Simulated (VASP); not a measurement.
# BN (P6_3/mmc) in VASP: a series of runs

BN is run at these levels: r2SCAN; tasks: single point, relaxation of cell and atoms.

Everything below comes from runs of VASP 6.6.1. Logs are shortened: lines on timing, memory, paths and dates and some standing lists are left out, and cuts for length are marked.

### Step 1. The cell of the first run

Symmetry: P6_3/mmc, No. 194, hexagonal system. Conventional cell: a = 2.501 Å, b = 2.501 Å, c = 6.888 Å, α = 90.00°, β = 90.00°, γ = 120.00°. Within 1.9 Å of B (site symmetry -6m2) lie 3 N at 1.44 Å. N (site symmetry -6m2) has 3 B at 1.44 Å within 1.9 Å.

### Step 2. Single point, r2SCAN

POSCAR

```
BN
1.0
    2.5008607922      0.0000000000      0.0000000000
   -1.2504303961      2.1658089774      0.0000000000
    0.0000000000      0.0000000000      6.8875085354
B N
2 2
Direct
    0.3333333333      0.6666666667      0.2500000000
    0.6666666667      0.3333333333      0.7500000000
    0.6666666667      0.3333333333      0.2500000000
    0.3333333333      0.6666666667      0.7500000000
```

INCAR.step1

```
SYSTEM = BN
ALGO = Normal ; EDIFF = 1E-4
ENCUT = 520 ; GGA = PE
ISMEAR = 0 ; LASPH = .True.
LCHARG = .False. ; LREAL = .False.
LWAVE = .True. ; NBANDS = 16
NELM = 80 ; PREC = Accurate
SIGMA = 0.01
```

INCAR.step2

```
SYSTEM = BN
ALGO = Normal ; EDIFF = 1E-6
ENCUT = 520 ; ISIF = 2
ISMEAR = 0 ; ISTART = 1
LASPH = .True. ; LCHARG = .False.
LMIXTAU = .True. ; LREAL = .False.
LWAVE = .False. ; METAGGA = R2SCAN
NBANDS = 16 ; NELM = 80
PREC = Accurate ; SIGMA = 0.01
```

KPOINTS

```
k-points
0
Gamma
  12 12 4
  0 0 0
```

Potentials or basis: VASP PAW PBE potentials, release 64 (B, N).

Run with:

```
$ cat potpaw_PBE.64/B/POTCAR potpaw_PBE.64/N/POTCAR > POTCAR
$ cp INCAR.step1 INCAR
$ mpirun -np 1 vasp_std > vasp.out
$ cp INCAR.step2 INCAR
$ mpirun -np 1 vasp_std > vasp.out
```

OUTCAR:

```text
SYSTEM = BN
   EDIFF = 1E-6
   ENCUT = 520
   ISIF = 2
   ISMEAR = 0
   ISTART = 1
   LASPH = .True.
   LREAL = .False.
   METAGGA = R2SCAN
   NELM = 80
   PREC = Accurate

 ion  position               nearest neighbor table
   1  0.333  0.667  0.250-   3 1.44   3 1.44   3 1.44
   2  0.667  0.333  0.750-   4 1.44   4 1.44   4 1.44
   3  0.667  0.333  0.250-   1 1.44   1 1.44   1 1.44
   4  0.333  0.667  0.750-   2 1.44   2 1.44   2 1.44

  LATTYP: Found a hexagonal cell.
 ALAT       =     2.5008607922
 C/A-ratio  =     2.7540551465

  Lattice vectors:

 A1 = (   2.5008607922,   0.0000000000,   0.0000000000)
 A2 = (  -1.2504303961,   2.1658089774,   0.0000000000)
 A3 = (   0.0000000000,   0.0000000000,   6.8875085354)

Analysis of symmetry for initial positions (statically):
=====================================================================
 Subroutine PRICEL returns:
 Original cell was already a primitive cell.

 Routine SETGRP: Setting up the symmetry group for a
 hexagonal supercell.

 Subroutine GETGRP returns: Found 24 space group operations
 (whereof 12 operations were pure point group operations)
 out of a pool of 24 trial point group operations.

The static configuration has the point symmetry D_3d.
 The point group associated with its full space group is D_6h.

Analysis of symmetry for dynamics (positions and initial velocities):
=====================================================================
 Subroutine PRICEL returns:
 Original cell was already a primitive cell.

 Routine SETGRP: Setting up the symmetry group for a
 hexagonal supercell.

 Subroutine GETGRP returns: Found 24 space group operations
 (whereof 12 operations were pure point group operations)
 out of a pool of 24 trial point group operations.

The dynamic configuration has the point symmetry D_3d.
 The point group associated with its full space group is D_6h.

 Subroutine INISYM returns: Found 24 space group operations
 (whereof 12 operations are pure point group operations),
 and found     1 'primitive' translations

----------------------------------------------------------------------------------------

                                     Primitive cell

  volume of cell :      37.3054

  direct lattice vectors                    reciprocal lattice vectors
     2.500860792  0.000000000  0.000000000     0.399862321  0.230860618  0.000000000
    -1.250430396  2.165808977  0.000000000     0.000000000  0.461721237  0.000000000
     0.000000000  0.000000000  6.887508535     0.000000000  0.000000000  0.145190383

  length of vectors
     2.500860792  2.500860792  6.887508535     0.461721237  0.461721237  0.145190383

  position of ions in fractional coordinates (direct lattice)
     0.333333333  0.666666667  0.250000000
     0.666666667  0.333333333  0.750000000
     0.666666667  0.333333333  0.250000000
     0.333333333  0.666666667  0.750000000

  ion indices of the primitive-cell ions
   primitive index   ion index
                 1           1
                 2           2
                 3           3
                 4           4

----------------------------------------------------------------------------------------

 KPOINTS: k-points

Automatic generation of k-mesh.
 Grid dimensions read from file:
 generate k-points for:   12   12    4

 Generating k-lattice:

  Cartesian coordinates                     Fractional coordinates (reciprocal lattice)
     0.033321860  0.019238385  0.000000000     0.083333333  0.000000000  0.000000000
     0.000000000  0.038476770  0.000000000     0.000000000  0.083333333  0.000000000
     0.000000000  0.000000000  0.036297596     0.000000000  0.000000000  0.250000000

  Length of vectors
     0.038476770  0.038476770  0.036297596

  Shift w.r.t. Gamma in fractional coordinates (k-lattice)
     0.000000000  0.000000000  0.000000000

 Subroutine IBZKPT returns following result:
 ===========================================

 Found     57 irreducible k-points:

 Following reciprocal coordinates:
            Coordinates               Weight
  0.000000  0.000000  0.000000      1.000000
  0.083333  0.000000  0.000000      6.000000
  0.166667 -0.000000  0.000000      6.000000
  0.250000 -0.000000  0.000000      6.000000
  0.333333 -0.000000  0.000000      6.000000
  0.416667 -0.000000  0.000000      6.000000
[... 16 lines left out ...]
  0.250000 -0.000000  0.250000     12.000000
  0.333333 -0.000000  0.250000     12.000000
 [... further k-points ...]
   k-points           NKPTS =     57   k-points in BZ     NKDIM =     57   number of bands    NBANDS=     16
   number of dos      NEDOS =    301   number of ions     NIONS =      4
   total plane-waves  NPLWV =  21600
   dimension x,y,z NGX =    20 NGY =   20 NGZ =   54
   dimension x,y,z NGXF=    40 NGYF=   40 NGZF=  108
   ions per type =               2   2
   NGX,Y,Z   is equivalent  to a cutoff of  13.30, 13.30, 13.03 a.u.
   NGXF,Y,Z  is equivalent  to a cutoff of  26.59, 26.59, 26.07 a.u.
 SYSTEM =  BN
   PREC   = accura    normal or accurate (medium, high low for compatibility)
   ISTART =      1    job   : 0-new  1-cont  2-samecut
   ICHARG =      0    charge: 1-file 2-atom 10-const
   ISPIN  =      1    spin polarized calculation?
   LNONCOLLINEAR =      F non collinear calculations
   LSORBIT =      F    spin-orbit coupling
   LASPH  =      T    aspherical Exc in radial PAW
   ENCUT  =  520.0 eV  38.22 Ry    6.18 a.u.   4.65  4.65 12.81*2*pi/ulx,y,z
   NELM   =     80;   NELMIN=  2; NELMDL=  0     # of ELM steps
   EDIFF  = 0.1E-05   stopping-criterion for ELM
   LREAL  =      F    real-space projection
   EDIFFG = 0.1E-04   stopping-criterion for IOM
   NSW    =      0    number of steps for IOM
   IBRION =     -1    ionic relax: 0-MD 1-quasi-New 2-CG
   NFREE  =      0    steps in history (QN), initial steepest desc. (CG)
   ISIF   =      2    stress and relaxation
   ISYM   =      2    0-nonsym 1-usesym 2-fastsym
   POTIM  = 0.5000    time-step for ionic-motion
   TEBEG  =    0.0;   TEEND  =   0.0 temperature during run
   PSTRESS=    0.0 pullay stress
   NELECT =      16.0000    total number of electrons
   NUPDOWN=      -1.0000    fix difference up-down
   EMIN   =  10.00;   EMAX   =-10.00  energy-range for DOS
   EFERMI =   0.00;   METHOD = LEGACY
   ISMEAR =     0;   SIGMA  =   0.01  broadening in eV -4-tet -1-fermi 0-gaus
   EFERMI_NEDOS =   21; number of points for ismear=-14 and -15
   IALGO  =     38    algorithm
   IMIX   =      4    mixing-type and parameters
     AMIX     =   0.40;   BMIX     =  1.00
     AMIX_MAG =   1.60;   BMIX_MAG =  1.00
  volume/ion in A,a.u.               =       9.33        62.94
  Fermi-wavevector in a.u.,A,eV,Ry     =   1.234594  2.333045 20.738309  1.524223
  Thomas-Fermi vector in A             =   2.369278
   LORBIT       =      0    0 simple, 1 ext, 2 COOP (PROOUT), +10 PAW based schemes
   METAGGA = R2SCAN    functional components
   LHFCALC =     F    Hartree Fock is set to
   AEXX    =    0.0000 exact exchange contribution
   IVDW    =     0    specifies the selected vdW correction
   LEPSILON=     F    determine dielectric tensor
   LRPA    =     F    only Hartree local field effects (RPA)
 non-spin polarized calculation
 Gauss-broadening in eV      SIGMA  =   0.01
  energy-cutoff  :      520.00
  volume of cell :       37.31
 maximum number of plane-waves:      1034
 NGX is ok and might be reduce to    20
   NGX =  9   NGY =  9   NGZ = 25

 number of electron      16.0000000 magnetization

 Free energy of the ion-electron system (eV)
  ---------------------------------------------------
  ext. energy  EPLUGINS =         0.00000000
  ---------------------------------------------------
  free energy    TOTEN  =       -38.59612105 eV

  energy without entropy =      -38.59612105  energy(sigma->0) =      -38.59612105

 E-fermi :   1.8554     XC(G=0): -10.4990

 val. band max:        1.7387410819   @ k =   0.3333   0.3333   0.5000
 cond. band min:       6.6685904520   @ k =   0.5000  -0.0000   0.0000
 fundamental gap:      4.9298493701
 Fermi energy:         1.8554250460

 k-point     1 :       0.0000    0.0000    0.0000
  band No.  band energies     occupation
      1     -17.0450      2.00000
      2     -16.8267      2.00000
      3      -4.5043      2.00000
      4      -2.6759      2.00000
      5       0.3894      2.00000
      6       0.3894      2.00000
[... 8 lines left out ...]
     15      14.6309      0.00000
     16      16.0425      0.00000

 k-point     2 :       0.0833    0.0000    0.0000
  band No.  band energies     occupation
      1     -16.9035      2.00000
      2     -16.6887      2.00000
      3      -4.3102      2.00000
      4      -2.4985      2.00000
      5      -0.1983      2.00000
      6      -0.1771      2.00000
[... 8 lines left out ...]
     15      15.1475      0.00000
     16      15.4970      0.00000

 k-point     3 :       0.1667   -0.0000    0.0000
  band No.  band energies     occupation
      1     -16.4870      2.00000
      2     -16.2830      2.00000
      3      -3.7354      2.00000
      4      -1.9771      2.00000
      5      -1.6874      2.00000
      6      -1.6616      2.00000
[... 8 lines left out ...]
     15      16.4155      0.00000
     16      16.5087      0.00000

 k-point     4 :       0.2500   -0.0000    0.0000
  band No.  band energies     occupation
      1     -15.8251      2.00000
      2     -15.6398      2.00000
      3      -3.5744      2.00000
      4      -3.5324      2.00000
      5      -2.8076      2.00000
      6      -1.3113      2.00000
[... 8 lines left out ...]
     15      17.7090      0.00000
     16      18.8298      0.00000
[... 324 lines left out ...]
 k-point    22 :       0.1667   -0.0000    0.2500
  band No.  band energies     occupation
      1     -16.4583      2.00000
      2     -16.3140      2.00000
      3      -3.5199      2.00000
      4      -2.2998      2.00000
      5      -1.6783      2.00000
      6      -1.6504      2.00000
[... 8 lines left out ...]
     15      16.4283      0.00000
     16      16.4946      0.00000

 k-point    23 :       0.2500   -0.0000    0.2500
  band No.  band energies     occupation
      1     -15.7988      2.00000
      2     -15.6679      2.00000
      3      -3.5764      2.00000
      4      -3.5433      2.00000
      5      -2.5894      2.00000
      6      -1.4321      2.00000
[... 8 lines left out ...]
     15      18.8432      0.00000
     16      18.9117      0.00000

 k-point    24 :       0.3333   -0.0000    0.2500
  band No.  band energies     occupation
      1     -14.9688      2.00000
      2     -14.8592      2.00000
      3      -5.4402      2.00000
      4      -5.3989      2.00000
      5      -1.9635      2.00000
      6      -1.9316      2.00000
[... 8 lines left out ...]
     15      19.3936      0.00000
     16      21.4564      0.00000

 [... further k-points ...]

------------------------ aborting loop because EDIFF is reached ----------------------------------------

  FORCE on cell =-STRESS in cart. coord.  units (eV):
  Direction    XX          YY          ZZ          XY          YZ          ZX
  --------------------------------------------------------------------------------------
  -------------------------------------------------------------------------------------
  Total        0.1673380      0.1673380     -0.0662408      0.0000000      0.0000000      0.0000000
  in kB        7.1867648      7.1867648     -2.8448806      0.0000000      0.0000000      0.0000000
  external PRESSURE =       3.8428830 kB  Pullay stress =       0.0000000 kB

 VOLUME and BASIS-vectors are now :
 -----------------------------------------------------------------------------
  energy-cutoff  :      520.00
  volume of cell :       37.31
      direct lattice vectors                 reciprocal lattice vectors
     2.500860792  0.000000000  0.000000000     0.399862321  0.230860618  0.000000000
    -1.250430396  2.165808977  0.000000000     0.000000000  0.461721237  0.000000000
     0.000000000  0.000000000  6.887508535     0.000000000  0.000000000  0.145190383

 POSITION                                       TOTAL-FORCE (eV/Angst)
 -----------------------------------------------------------------------------------
     -0.00000      1.44387      1.72188         0.000000      0.000000      0.000000
      1.25043      0.72194      5.16563        -0.000000      0.000000      0.000000
      1.25043      0.72194      1.72188        -0.000000     -0.000000      0.000000
     -0.00000      1.44387      5.16563         0.000000      0.000000      0.000000
 -----------------------------------------------------------------------------------
    total drift:                                0.000000     -0.000000      0.000000

  FREE ENERGIE OF THE ION-ELECTRON SYSTEM (eV)
  ---------------------------------------------------
  free  energy   TOTEN  =       -38.5961210529 eV

  energy  without entropy=      -38.5961210529  energy(sigma->0) =      -38.59612105
```

Wall time 97 s (1 thread of Intel Xeon Platinum 8375C at 2.90GHz (Ice Lake), shared host); peak memory 0.17 GiB.

What came out:

```
Free energy            : -38.5961 eV
Pressure               : 0.4 GPa
Band gap on the k mesh : 4.93 eV (least direct gap 5.37 eV)
```

Stress tensor (GPa, compression positive):
```
 0.72  0.00  0.00
 0.00  0.72  0.00
 0.00  0.00 -0.28
```

Caveat: the PAW data sets were made with another functional, which shifts forces and pressure a little. A k mesh can miss the band edges.

### Step 3. Relaxation of cell and atoms, r2SCAN

This run uses another cell than the first one, of 9.04 Å³/atom.

POSCAR

```
BN
1.0
    2.5040000000      0.0000000000      0.0000000000
   -1.2520000000      2.1685276111      0.0000000000
    0.0000000000      0.0000000000      6.6610000000
B N
2 2
Direct
    0.3333333333      0.6666666667      0.2500000000
    0.6666666667      0.3333333333      0.7500000000
    0.6666666667      0.3333333333      0.2500000000
    0.3333333333      0.6666666667      0.7500000000
```

INCAR.step1

```
ALGO = Normal
EDIFF = 1E-4
ENCUT = 600
GGA = PE
ISMEAR = 0
LASPH = T
LCHARG = F
LREAL = F
LWAVE = T
NELM = 60
PREC = Accurate
SIGMA = 0.01
```

INCAR.step2

```
ALGO = Normal
EDIFF = 1E-6
EDIFFG = -0.002
ENCUT = 600
IBRION = 2
ISIF = 3
ISMEAR = 0
ISTART = 1
LASPH = T
LCHARG = F
LMIXTAU = T
LREAL = F
LWAVE = F
METAGGA = R2SCAN
NELM = 60
NSW = 80
PREC = Accurate
SIGMA = 0.01
```

KPOINTS

```
k-points
0
Gamma
  12 12 4
```

Potentials or basis: VASP PAW PBE potentials, release 64 (B, N).

Run with:

```
$ cat potpaw_PBE.64/B/POTCAR potpaw_PBE.64/N/POTCAR > POTCAR
$ cp INCAR.step1 INCAR
$ mpirun -np 1 vasp_std > vasp.out
$ cp INCAR.step2 INCAR
$ mpirun -np 1 vasp_std > vasp.out
```

Wall time 7.9 min (1 thread of Intel Xeon Platinum 8375C at 2.90GHz (Ice Lake), shared host); peak memory 0.17 GiB.

Results (log left out):

```
Free energy                           : -38.5991 eV
Relaxed volume                        : 9.29 Å³/atom
Relaxed cell                          : a = 2.503 Å, b = 2.503 Å, c = 6.849 Å, α = 90.00°, β = 90.00°, γ = 120.00°
Space group after relaxing (to 0.1 Å) : P6_3/mmc (No. 194)
Energy gained by relaxing             : 0.5 meV/atom
Ionic steps                           : 8
Pressure after relaxing               : 0.0 GPa
Band gap on the k mesh                : 4.92 eV (least direct gap 5.37 eV)
```

Step by step:
```
step  energy change (eV)  largest force (eV/Å)  pressure (GPa)  volume (Å³)
   1              0.0000                0.0000           -0.19        36.17
   2             -0.0001                0.0000            1.06        36.11
   3             -0.0002                0.0000            0.49        36.14
   4             -0.0006                0.0000            0.45        36.24
   5             -0.0015                0.0000            0.35        36.54
   6             -0.0021                0.0000            0.17        37.13
   7             -0.0014                0.0000           -1.16        37.25
   8             -0.0021                0.0000           -0.01        37.15
```

Final structure:
```cif
data_structure
_symmetry_space_group_name_H-M 'P 1'
_symmetry_Int_Tables_number 1
_cell_length_a 2.5025
_cell_length_b 2.5025
_cell_length_c 6.8489
_cell_angle_alpha 90.000
_cell_angle_beta 90.000
_cell_angle_gamma 120.000
_cell_volume 37.15
loop_
_atom_site_label
_atom_site_type_symbol
_atom_site_fract_x
_atom_site_fract_y
_atom_site_fract_z
_atom_site_occupancy
B1 B 0.33333 0.66667 0.25000 1
B2 B 0.66667 0.33333 0.75000 1
N1 N 0.66667 0.33333 0.25000 1
N2 N 0.33333 0.66667 0.75000 1
```

Levels at points of the mesh, in eV from the valence-band top:
```tsv
k point	band 5	band 6	band 7	band 8	band 9	band 10	band 11	band 12
(0.00, 0.00, 0.00)	-1.35	-1.35	-1.32	-1.32	5.42	10.65	12.32	12.32
(0.50, 0.00, 0.00)	-4.29	-4.24	-1.36	-0.50	4.92	6.20	10.20	10.70
(0.00, 0.00, 0.50)	-1.34	-1.34	-1.34	-1.34	7.74	7.74	12.38	12.38
(0.50, 0.00, 0.50)	-4.26	-4.26	-0.92	-0.92	5.36	5.36	10.63	10.63
```

Caveat: the PAW data sets were made with another functional, which shifts forces and pressure a little.
